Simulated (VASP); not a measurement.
# MgTe in VASP: density of states with PBE

Aim: the density of states of MgTe with PBE.

All numbers are computed with VASP 6.6.1; they aren't measurements. Logs are shortened: lines on timing, memory, paths and dates and some standing lists are left out, and cuts for length are marked.

## (1) The cell of the first run

The typed cell holds 4 atoms: a = 4.505 Å, b = 4.505 Å, c = 7.338 Å, α = 90.00°, β = 90.00°, γ = 120.00°.

## (2) Density of states, PBE

File POSCAR:

```
MgTe
1.0
    4.5047110000      0.0000000000      0.0000000000
   -2.2523560000      3.9011990000      0.0000000000
    0.0000000000      0.0000000000      7.3375200000
Mg Te
2 2
Direct
    0.3333000000      0.6667000000      0.0000000000
    0.6666000000      0.3333000000      0.5000000000
    0.3333000000      0.6667000000      0.3700000000
    0.6666000000      0.3333000000      0.8700000000
```

File INCAR.step1:

```
ALGO     = Normal         # electronic algorithm
EDIFF    = 1E-6           # SCF threshold, eV
ENCUT    = 520            # plane-wave cutoff, eV
GGA      = PE             # functional
GGA_COMPAT= False        
ISIF     = 2              # what is computed and relaxed
ISMEAR   = -1             # smearing method
LASPH    = True           # aspherical terms in the spheres
LCHARG   = True           # write CHGCAR
LORBIT   = 11             # projections on sites
LREAL    = False          # projectors in reciprocal space
LWAVE    = False          # write WAVECAR
NBANDS   = 16             # bands
NEDOS    = 2001           # points of the DOS
NELM     = 120            # most SCF steps
PREC     = Accurate       # precision mode
SIGMA    = 0.1            # smearing width, eV
```

File KPOINTS.step1:

```
k-points
0
Gamma
  7 7 4
```

File INCAR.step2:

```
ALGO     = Normal         # electronic algorithm
EDIFF    = 1E-6           # SCF threshold, eV
ENCUT    = 520            # plane-wave cutoff, eV
GGA      = PE             # functional
GGA_COMPAT= False        
ICHARG   = 11             # starting density
ISIF     = 2              # what is computed and relaxed
ISMEAR   = -5             # smearing method
LASPH    = True           # aspherical terms in the spheres
LCHARG   = False          # write CHGCAR
LORBIT   = 11             # projections on sites
LREAL    = False          # projectors in reciprocal space
LWAVE    = False          # write WAVECAR
NBANDS   = 16             # bands
NEDOS    = 1001           # points of the DOS
NELM     = 120            # most SCF steps
PREC     = Accurate       # precision mode
SIGMA    = 0.1            # smearing width, eV
```

File KPOINTS.step2:

```
k-points
0
Gamma
  11 11 6
```

Potentials or basis: VASP PAW PBE potentials, release 64 (Mg, Te).

Run with:

```sh
$ cat potpaw_PBE.64/Mg/POTCAR potpaw_PBE.64/Te/POTCAR > POTCAR
$ cp INCAR.step1 INCAR
$ cp KPOINTS.step1 KPOINTS
$ mpirun -np 1 vasp_std > vasp.out
$ cp INCAR.step2 INCAR
$ cp KPOINTS.step2 KPOINTS
$ mpirun -np 1 vasp_std > vasp.out
```

OUTCAR:

```text
EDIFF = 1E-6
   ENCUT = 520
   GGA = PE
   ICHARG = 11
   ISIF = 2
   ISMEAR = -5
   LASPH = True
   LORBIT = 11
   LREAL = False
   NELM = 120
   PREC = Accurate

 ion  position               nearest neighbor table
   1  0.333  0.667  0.000-   3 2.71   4 2.77   4 2.77   4 2.77
   2  0.667  0.333  0.500-   4 2.71   3 2.77   3 2.77   3 2.77
   3  0.333  0.667  0.370-   1 2.71   2 2.77   2 2.77   2 2.77
   4  0.667  0.333  0.870-   2 2.71   1 2.77   1 2.77   1 2.77

  LATTYP: Found a hexagonal cell.
 ALAT       =     4.5047110000
 C/A-ratio  =     1.6288547700

  Lattice vectors:

 A1 = (   4.5047110000,   0.0000000000,   0.0000000000)
 A2 = (  -2.2523560000,   3.9011990000,   0.0000000000)
 A3 = (   0.0000000000,   0.0000000000,   7.3375200000)

Analysis of symmetry for initial positions (statically):
=====================================================================
 Subroutine PRICEL returns:
 Original cell was already a primitive cell.

 Routine SETGRP: Setting up the symmetry group for a
 hexagonal supercell.

 Subroutine GETGRP returns: Found  4 space group operations
 (whereof  1 operations were pure point group operations)
 out of a pool of 24 trial point group operations.

The static configuration has the point symmetry C_1 .
 The point group associated with its full space group is C_2v.

Analysis of symmetry for dynamics (positions and initial velocities):
=====================================================================
 Subroutine PRICEL returns:
 Original cell was already a primitive cell.

 Routine SETGRP: Setting up the symmetry group for a
 hexagonal supercell.

 Subroutine GETGRP returns: Found  4 space group operations
 (whereof  1 operations were pure point group operations)
 out of a pool of 24 trial point group operations.

The dynamic configuration has the point symmetry C_1 .
 The point group associated with its full space group is C_2v.

 Subroutine INISYM returns: Found  4 space group operations
 (whereof  1 operations are pure point group operations),
 and found     1 'primitive' translations

----------------------------------------------------------------------------------------

                                     Primitive cell

  volume of cell :     128.9479

  direct lattice vectors                    reciprocal lattice vectors
     4.504711000  0.000000000  0.000000000     0.221989824  0.128165754  0.000000000
    -2.252356000  3.901199000  0.000000000     0.000000000  0.256331451  0.000000000
     0.000000000  0.000000000  7.337520000     0.000000000  0.000000000  0.136285830

  length of vectors
     4.504711000  4.504715439  7.337520000     0.256331704  0.256331451  0.136285830

  position of ions in fractional coordinates (direct lattice)
     0.333300000  0.666700000  0.000000000
     0.666600000  0.333300000  0.500000000
     0.333300000  0.666700000  0.370000000
     0.666600000  0.333300000  0.870000000

  ion indices of the primitive-cell ions
   primitive index   ion index
                 1           1
                 2           2
                 3           3
                 4           4

----------------------------------------------------------------------------------------

 KPOINTS: k-points

Automatic generation of k-mesh.
 Grid dimensions read from file:
 generate k-points for:   11   11    6

 Generating k-lattice:

  Cartesian coordinates                     Fractional coordinates (reciprocal lattice)
     0.020180893  0.011651432  0.000000000     0.090909091 -0.000000000  0.000000000
     0.000000000  0.023302859  0.000000000     0.000000000  0.090909091  0.000000000
     0.000000000  0.000000000  0.022714305     0.000000000  0.000000000  0.166666667

  Length of vectors
     0.023302882  0.023302859  0.022714305

  Shift w.r.t. Gamma in fractional coordinates (k-lattice)
     0.000000000  0.000000000  0.000000000

 TETIRR: Found   1839 inequivalent tetrahedra from     4356

 Subroutine IBZKPT returns following result:
 ===========================================

 Found    144 irreducible k-points:

 Following reciprocal coordinates:
            Coordinates               Weight
  0.000000  0.000000  0.000000      1.000000
  0.090909 -0.000000  0.000000      4.000000
  0.000000  0.090909  0.000000      2.000000
  0.181818 -0.000000  0.000000      4.000000
  0.000000  0.181818  0.000000      2.000000
  0.272727 -0.000000  0.000000      4.000000
[... 16 lines left out ...]
  0.454545  0.090909  0.000000      4.000000
 -0.090909 -0.454545  0.000000      2.000000
 [... further k-points ...]
   k-points           NKPTS =    144   k-points in BZ     NKDIM =    144   number of bands    NBANDS=     16
   number of dos      NEDOS =   1001   number of ions     NIONS =      4
   total plane-waves  NPLWV =  72576
   dimension x,y,z NGX =    36 NGY =   36 NGZ =   56
   dimension x,y,z NGXF=    72 NGYF=   72 NGZF=  112
   ions per type =               2   2
   NGX,Y,Z   is equivalent  to a cutoff of  13.29, 13.29, 12.69 a.u.
   NGXF,Y,Z  is equivalent  to a cutoff of  26.57, 26.57, 25.38 a.u.
 SYSTEM =  unknown system
   PREC   = accura    normal or accurate (medium, high low for compatibility)
   ISTART =      0    job   : 0-new  1-cont  2-samecut
   ICHARG =     11    charge: 1-file 2-atom 10-const
   ISPIN  =      1    spin polarized calculation?
   LNONCOLLINEAR =      F non collinear calculations
   LSORBIT =      F    spin-orbit coupling
   LASPH  =      T    aspherical Exc in radial PAW
   ENCUT  =  520.0 eV  38.22 Ry    6.18 a.u.   8.38  8.38 13.64*2*pi/ulx,y,z
   NELM   =    120;   NELMIN=  2; NELMDL=  0     # of ELM steps
   EDIFF  = 0.1E-05   stopping-criterion for ELM
   LREAL  =      F    real-space projection
   EDIFFG = 0.1E-04   stopping-criterion for IOM
   NSW    =      0    number of steps for IOM
   IBRION =     -1    ionic relax: 0-MD 1-quasi-New 2-CG
   NFREE  =      0    steps in history (QN), initial steepest desc. (CG)
   ISIF   =      2    stress and relaxation
   ISYM   =      2    0-nonsym 1-usesym 2-fastsym
   POTIM  = 0.5000    time-step for ionic-motion
   TEBEG  =    0.0;   TEEND  =   0.0 temperature during run
   PSTRESS=    0.0 pullay stress
   NELECT =      16.0000    total number of electrons
   NUPDOWN=      -1.0000    fix difference up-down
   EMIN   =  10.00;   EMAX   =-10.00  energy-range for DOS
   EFERMI =   0.00;   METHOD = LEGACY
   ISMEAR =    -5;   SIGMA  =   0.10  broadening in eV -4-tet -1-fermi 0-gaus
   EFERMI_NEDOS =   21; number of points for ismear=-14 and -15
   IALGO  =     38    algorithm
   IMIX   =      4    mixing-type and parameters
     AMIX     =   0.40;   BMIX     =  1.00
     AMIX_MAG =   1.60;   BMIX_MAG =  1.00
  volume/ion in A,a.u.               =      32.24       217.55
  Fermi-wavevector in a.u.,A,eV,Ry     =   0.816539  1.543034  9.071484  0.666735
  Thomas-Fermi vector in A             =   1.926825
   LORBIT       =     11    0 simple, 1 ext, 2 COOP (PROOUT), +10 PAW based schemes
   GGA     = PE    functional components
   LHFCALC =     F    Hartree Fock is set to
   AEXX    =    0.0000 exact exchange contribution
   IVDW    =     0    specifies the selected vdW correction
   LEPSILON=     F    determine dielectric tensor
   LRPA    =     F    only Hartree local field effects (RPA)
 non-spin polarized calculation
 Fermi weights with tetrahedron method with Bloechl corrections
  energy-cutoff  :      520.00
  volume of cell :      128.95
 maximum number of plane-waves:      3520
 NGX is ok and might be reduce to    36

 number of electron      16.0000001 magnetization

 Free energy of the ion-electron system (eV)
  ---------------------------------------------------
  ext. energy  EPLUGINS =         0.00000000
  ---------------------------------------------------
  free energy    TOTEN  =       -12.73213478 eV

  energy without entropy =      -12.73213478  energy(sigma->0) =      -12.73213478

 E-fermi :   2.2748     XC(G=0):  -8.0088

 val. band max:        2.2616218261   @ k =   0.0000   0.0000   0.0000
 cond. band min:       4.9053163930   @ k =   0.0000   0.0000   0.0000
 fundamental gap:      2.6436945669
 Fermi energy:         2.2747645153

 k-point     1 :       0.0000    0.0000    0.0000
  band No.  band energies     occupation
      1      -8.1379      2.00000
      2      -7.4648      2.00000
      3      -1.2283      2.00000
      4       1.7453      2.00000
      5       1.7460      2.00000
      6       2.1671      2.00000
[... 8 lines left out ...]
     15       8.5981      0.00000
     16       9.4714      0.00000

 k-point     2 :       0.0909   -0.0000    0.0000
  band No.  band energies     occupation
      1      -8.0991      2.00000
      2      -7.4429      2.00000
      3      -1.1727      2.00000
      4       1.4158      2.00000
      5       1.6599      2.00000
      6       1.8898      2.00000
[... 8 lines left out ...]
     15       8.7970      0.00000
     16       8.9915      0.00000

 k-point     3 :       0.0000    0.0909    0.0000
  band No.  band energies     occupation
      1      -8.0990      2.00000
      2      -7.4429      2.00000
      3      -1.1727      2.00000
      4       1.4154      2.00000
      5       1.6603      2.00000
      6       1.8895      2.00000
[... 8 lines left out ...]
     15       8.7964      0.00000
     16       8.9913      0.00000
[... 362 lines left out ...]
 k-point    23 :       0.4545    0.0909    0.0000
  band No.  band energies     occupation
      1      -7.4755      2.00000
      2      -7.2565      2.00000
      3      -0.9136      2.00000
      4      -0.4344      2.00000
      5       0.1419      2.00000
      6       0.7831      2.00000
[... 8 lines left out ...]
     15       9.4142      0.00000
     16      10.8041      0.00000

 k-point    24 :      -0.0909   -0.4545    0.0000
  band No.  band energies     occupation
      1      -7.4753      2.00000
      2      -7.2566      2.00000
      3      -0.9137      2.00000
      4      -0.4350      2.00000
      5       0.1422      2.00000
      6       0.7834      2.00000
[... 8 lines left out ...]
     15       9.4136      0.00000
     16      10.8042      0.00000

 [... further k-points ...]
[... 5 lines left out ...]
  --------------------------------------------------------------------------------------
  -------------------------------------------------------------------------------------
  Total        1.7682787      1.7737304      2.8506496     -0.0000002      0.0000000      0.0000000
  in kB       21.9708550     22.0385929     35.4193091     -0.0000028      0.0000000      0.0000000
  external PRESSURE =      26.4762523 kB  Pullay stress =       0.0000000 kB

 VOLUME and BASIS-vectors are now :
 -----------------------------------------------------------------------------
  energy-cutoff  :      520.00
  volume of cell :      128.95
      direct lattice vectors                 reciprocal lattice vectors
     4.504711000  0.000000000  0.000000000     0.221989824  0.128165754  0.000000000
    -2.252356000  3.901199000  0.000000000     0.000000000  0.256331451  0.000000000
     0.000000000  0.000000000  7.337520000     0.000000000  0.000000000  0.136285830

 POSITION                                       TOTAL-FORCE (eV/Angst)
 -----------------------------------------------------------------------------------
     -0.00023      2.60093      0.00000         0.000000     -0.001136     -0.232429
      2.25213      1.30027      3.66876        -0.000000      0.001136     -0.232429
     -0.00023      2.60093      2.71488         0.000000     -0.001194      0.232429
      2.25213      1.30027      6.38364        -0.000000      0.001194      0.232429
 -----------------------------------------------------------------------------------
    total drift:                                0.000000     -0.000000      0.000200

  FREE ENERGIE OF THE ION-ELECTRON SYSTEM (eV)
  ---------------------------------------------------
  free  energy   TOTEN  =       -12.7321347777 eV

  energy  without entropy=      -12.7321347777  energy(sigma->0) =      -12.73213478

 total charge

# of ion       s       p       d       tot
------------------------------------------
    1        0.178   0.137   0.026   0.341
    2        0.178   0.137   0.026   0.341
    3        1.335   2.177   0.011   3.523
    4        1.335   2.177   0.011   3.523
--------------------------------------------------
tot          3.027   4.628   0.074   7.728
```

Wall time 2.5 min (1 thread of AMD EPYC 9R45 (Zen 5), shared host); peak memory 0.43 GiB.

What came out:

```
Valence electrons inside the program's atomic spheres : Mg 0.34; Te 3.52
```

Levels at points of the mesh, in eV from the valence-band top:
```
           k point  band 5  band 6  band 7  band 8  band 9  band 10  band 11  band 12
(0.00, 0.00, 0.00)   -0.52   -0.09    0.00    0.00    2.64     3.08     5.31     5.31
(0.00, 0.00, 0.50)   -0.27   -0.27   -0.27   -0.27    3.60     3.60     5.57     5.57
```

Caveat: spin-orbit coupling is left out, which moves the levels of the heavy elements.
